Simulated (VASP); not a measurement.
# BaTe (Fm-3m) in VASP: notebook

Runs on BaTe. Level: PBE. Tasks: G0W0 quasiparticle levels.

Everything below comes from runs of VASP 6.6.1. Logs are shortened: lines on timing, memory, paths and dates and some standing lists are left out, and cuts for length are marked.

## 1. The cell of the first run

The structure is cubic, space group Fm-3m (No. 225). The conventional cell has a = 7.065 Å, b = 7.065 Å, c = 7.065 Å, α = 90.00°, β = 90.00°, γ = 90.00°. Within 4.6 Å of Ba (site symmetry m-3m) lie 6 Te at 3.53 Å. Te (site symmetry m-3m) has 6 Ba at 3.53 Å within 4.6 Å.

## 2. G0W0 quasiparticle levels, PBE

POSCAR reads:

```
BaTe
1.0
    0.0000000000      3.5323868249      3.5323868249
    3.5323868249      0.0000000000      3.5323868249
    3.5323868249      3.5323868249      0.0000000000
Ba Te
1 1
Direct
    0.0000000000      0.0000000000      0.0000000000
    0.5000000000      0.5000000000      0.5000000000
```

INCAR.step1 reads:

```
ALGO = Normal
EDIFF = 1E-8
ENCUT = 500
GGA = PE
ISMEAR = 0
LASPH = True
LCHARG = False
LREAL = False
LWAVE = True
NELM = 80
PREC = Accurate
SIGMA = 0.01
```

INCAR.step2 reads:

```
ALGO = Exact
EDIFF = 1E-8
ENCUT = 500
GGA = PE
ISMEAR = 0
ISTART = 1
LASPH = True
LCHARG = False
LOPTICS = True
LREAL = False
LWAVE = True
NBANDS = 339
NELM = 1
PREC = Accurate
SIGMA = 0.01
```

INCAR.step3 reads:

```
ALGO = EVGW0
EDIFF = 1E-8
ENCUT = 500
ENCUTGW = 140.0
GGA = PE
ISMEAR = 0
ISTART = 1
LASPH = True
LCHARG = False
LREAL = False
LWAVE = False
NBANDS = 339
NBANDSGW = 16
NELMGW = 1
NOMEGA = 96
OMEGAMAX = 20
PREC = Accurate
PRECFOCK = Fast
SIGMA = 0.01
```

KPOINTS reads:

```
k-points
0
Gamma
  4 4 4
```

Potentials or basis: VASP PAW PBE potentials, release 64 (Ba_sv_GW, Te_GW).

Run with:

```console
cat potpaw_PBE.64/Ba_sv_GW/POTCAR potpaw_PBE.64/Te_GW/POTCAR > POTCAR
cp INCAR.step1 INCAR
mpirun -np 1 vasp_std > vasp.out
cp INCAR.step2 INCAR
mpirun -np 1 vasp_std > vasp.out
cp INCAR.step3 INCAR
mpirun -np 1 vasp_std > vasp.out
```

OUTCAR:

```text
EDIFF = 1E-8
   ENCUT = 500
   ENCUTGW = 140.0
   GGA = PE
   ISMEAR = 0
   ISTART = 1
   LASPH = True
   LREAL = False
   NELMGW = 1
   PREC = Accurate
   PRECFOCK = Fast

 ion  position               nearest neighbor table
   1  0.000  0.000  0.000-
   2  0.500  0.500  0.500-

  LATTYP: Found a face centered cubic cell.
 ALAT       =     7.0647736498

  Lattice vectors:

 A1 = (   0.0000000000,   3.5323868249,   3.5323868249)
 A2 = (   3.5323868249,   0.0000000000,   3.5323868249)
 A3 = (   3.5323868249,   3.5323868249,   0.0000000000)

Analysis of symmetry for initial positions (statically):
=====================================================================
 Subroutine PRICEL returns:
 Original cell was already a primitive cell.

 Routine SETGRP: Setting up the symmetry group for a
 face centered cubic supercell.

 Subroutine GETGRP returns: Found 48 space group operations
 (whereof 48 operations were pure point group operations)
 out of a pool of 48 trial point group operations.

The static configuration has the point symmetry O_h .

Analysis of symmetry for dynamics (positions and initial velocities):
=====================================================================
 Subroutine PRICEL returns:
 Original cell was already a primitive cell.

 Routine SETGRP: Setting up the symmetry group for a
 face centered cubic supercell.

 Subroutine GETGRP returns: Found 48 space group operations
 (whereof 48 operations were pure point group operations)
 out of a pool of 48 trial point group operations.

The dynamic configuration has the point symmetry O_h .

 Subroutine INISYM returns: Found 48 space group operations
 (whereof 48 operations are pure point group operations),
 and found     1 'primitive' translations

----------------------------------------------------------------------------------------

                                     Primitive cell

  volume of cell :      88.1525

  direct lattice vectors                    reciprocal lattice vectors
     0.000000000  3.532386825  3.532386825    -0.141547352  0.141547352  0.141547352
[... 46 lines left out ...]
  0.250000  0.250000  0.000000      6.000000
  0.500000  0.250000  0.000000     24.000000
 -0.250000  0.250000  0.000000     12.000000
  0.500000  0.500000  0.000000      3.000000
 -0.250000  0.500000  0.250000      6.000000
   k-points           NKPTS =      8   k-points in BZ     NKDIM =     64   number of bands    NBANDS=    339
   number of dos      NEDOS =    301   number of ions     NIONS =      2
   total plane-waves  NPLWV =  46656
   dimension x,y,z NGX =    36 NGY =   36 NGZ =   36
   dimension x,y,z NGXF=    72 NGYF=   72 NGZF=   72
   ions per type =               1   1
   NGX,Y,Z   is equivalent  to a cutoff of  11.98, 11.98, 11.98 a.u.
   NGXF,Y,Z  is equivalent  to a cutoff of  23.96, 23.96, 23.96 a.u.
 SYSTEM =  unknown system
   PREC   = accura    normal or accurate (medium, high low for compatibility)
   ISTART =      1    job   : 0-new  1-cont  2-samecut
   ICHARG =      0    charge: 1-file 2-atom 10-const
   ISPIN  =      1    spin polarized calculation?
   LNONCOLLINEAR =      F non collinear calculations
   LSORBIT =      F    spin-orbit coupling
   LASPH  =      T    aspherical Exc in radial PAW
   ENCUT  =  500.0 eV  36.75 Ry    6.06 a.u.   9.11  9.11  9.11*2*pi/ulx,y,z
   NELM   =     60;   NELMIN=  2; NELMDL=  0     # of ELM steps
   EDIFF  = 0.1E-07   stopping-criterion for ELM
   LREAL  =      F    real-space projection
   EDIFFG = 0.1E-06   stopping-criterion for IOM
   NSW    =      0    number of steps for IOM
   IBRION =     -1    ionic relax: 0-MD 1-quasi-New 2-CG
   NFREE  =      0    steps in history (QN), initial steepest desc. (CG)
   ISIF   =      0    stress and relaxation
   ISYM   =      3    0-nonsym 1-usesym 2-fastsym
   POTIM  = 0.5000    time-step for ionic-motion
   TEBEG  =    0.0;   TEEND  =   0.0 temperature during run
   PSTRESS=    0.0 pullay stress
   NELECT =      16.0000    total number of electrons
   NUPDOWN=      -1.0000    fix difference up-down
   EMIN   =  10.00;   EMAX   =-10.00  energy-range for DOS
   EFERMI =   0.00;   METHOD = LEGACY
   ISMEAR =     0;   SIGMA  =   0.01  broadening in eV -4-tet -1-fermi 0-gaus
   EFERMI_NEDOS =   21; number of points for ismear=-14 and -15
   IALGO  =     38    algorithm
   IMIX   =      4    mixing-type and parameters
     AMIX     =   0.40;   BMIX     =  1.00
     AMIX_MAG =   1.60;   BMIX_MAG =  1.00
  volume/ion in A,a.u.               =      44.08       297.44
  Fermi-wavevector in a.u.,A,eV,Ry     =   0.926908  1.751602 11.689557  0.859158
  Thomas-Fermi vector in A             =   2.052921
   LORBIT       =      0    0 simple, 1 ext, 2 COOP (PROOUT), +10 PAW based schemes
   GGA     = PE    functional components
   LHFCALC =     T    Hartree Fock is set to
   PRECFOCK=fast      Normal, Fast or Accurate (Low or Medium for compatibility)
   ENCUT4O =  -1.0   cutoff for four orbital integrals eV
   NKREDX  =     1    reduce k-point grid by
   NKREDY  =     1    reduce k-point grid by
   NKREDZ  =     1    reduce k-point grid by
   AEXX    =    1.0000 exact exchange contribution
   HFSCREEN=    0.0000 screening length (either q_TF or 0.3 A-1)
   HFSCREENC=   0.0000 screening length for correlation (either q_TF or 0.3 A-1)
   ENCUTFOCK=  -1.0 apply spherical cutoff to Coloumb kernel
   IVDW    =     0    specifies the selected vdW correction
   LEPSILON=     F    determine dielectric tensor
   LRPA    =     F    only Hartree local field effects (RPA)
   LRPAFORCE           =     F    calculate RPA forces
   ENCUTGW             = 140.0    cutoff for response function in eV
   ENCUTGWSOFT         = 112.0    soft cutoff for Coulomb kernel in GW response function in eV
   ENCUTLF             =  -1.0    cutoff for local field effects
   NELMGW              =     1    number of iterations in solving QP/BSE equation
   NELMHF              =     1    number of iterations in the inner HF iteration
   NKREDLFX            =     1    NKREDLFY  =   1   NKREDLFZ  =   1
 non-spin polarized calculation
 Gauss-broadening in eV      SIGMA  =   0.01
  energy-cutoff  :      500.00
  volume of cell :       88.15
 maximum number of plane-waves:      2252
  NGX = 20; NGY = 20; NGZ = 20
   NGX = 19   NGY = 19   NGZ = 19
 maximum number of plane-waves:       343

 QP shifts <psi_nk| G(iteration)W_0 |psi_nk>: iteration 1
 for sc-GW calculations column KS-energies equals QP-energies in previous step
 and V_xc(KS)=  KS-energies - (<T + V_ion + V_H > + <T+V_H+V_ion>^1  + <V_x>^1)

 k-point   1 :       0.0000    0.0000    0.0000
  band No.  KS-energies  QP-energies   sigma(KS)   V_xc(KS)     V^pw_x(r,r')   Z            occupation Imag(sigma)

      1     -23.7386     -24.2420     -16.0744     -15.1830     -24.3871       0.5647       2.0000       0.8298
      2      -8.8859     -10.2792     -15.7271     -13.8354     -18.9117       0.7365       2.0000       0.1663
      3      -8.8859     -10.2792     -15.7271     -13.8354     -18.9117       0.7365       2.0000       0.1663
      4      -8.8859     -10.2792     -15.7271     -13.8354     -18.9117       0.7365       2.0000       0.1663
      5      -6.1630      -6.9759     -12.2391     -11.0321     -17.0953       0.6735       2.0000       0.9551
      6       3.2623       2.4058     -11.5236     -10.3914     -12.5523       0.7565       2.0000       0.0474
[... 135 lines left out ...]
      2      -9.0169     -10.3914     -15.5329     -13.6293     -18.8220       0.7220       2.0000       0.1971
      3      -9.0169     -10.3914     -15.5329     -13.6293     -18.8220       0.7220       2.0000       0.1971
      4      -9.0169     -10.3914     -15.5329     -13.6293     -18.8220       0.7220       2.0000       0.1971
      5      -5.7879      -6.5933     -12.6668     -11.4897     -17.2147       0.6842       2.0000       0.8571
      6       2.0790       1.1740     -10.9147      -9.6820     -12.2949       0.7341       2.0000       0.0651
[... 8 lines left out ...]
     15      10.9131      12.8439      -8.2427     -10.8904      -2.5962       0.7292       0.0000      -0.2056
     16      11.2482      11.7310      -9.7441     -10.4183      -4.7674       0.7162       0.0000      -0.2097
```

OUTCAR.step2:

```text
EDIFF = 1E-8
   ENCUT = 500
   GGA = PE
   ISMEAR = 0
[... 720 lines left out ...]
  --------------------------------------------------------------------------------------------------------------
     0.00000     6.96571     6.96571     6.96571     0.00000     0.00000    -0.00000
     1.89731     9.91291     9.91291     9.91291     0.00000     0.00000    -0.00000
     3.79462     6.29476     6.29476     6.29476    -0.00000    -0.00000     0.00000
     5.69193     2.84639     2.84639     2.84639    -0.00000     0.00000    -0.00000
     7.58924    -1.96276    -1.96276    -1.96276    -0.00000    -0.00000     0.00000
     9.48655    -0.28589    -0.28589    -0.28589    -0.00000    -0.00000     0.00000
[... 92 lines left out ...]
   185.93633     0.99181     0.99181     0.99181    -0.00000    -0.00000     0.00000
   187.83364     0.99198     0.99198     0.99198    -0.00000    -0.00000     0.00000
```

It took 13 min on 1 thread of Intel Xeon Platinum 8488C (Sapphire Rapids), shared host; peak memory 1.4 GiB.

What came out:

```
Quasiparticle gap                                   : 2.65 eV
Least direct quasiparticle gap                      : 3.05 eV
Band gap of the starting levels on the mesh         : 1.64 eV
Least direct gap of the starting levels on the mesh : 2.00 eV
```

Caveat: the k points lie up to 0.39 Å⁻¹ apart; bands, screening cutoff and mesh are small and nothing is extrapolated, so the quasiparticle values aren't converged; spin-orbit coupling is left out, which moves the levels of the heavy elements.

(Continued in part 2 of 2.)
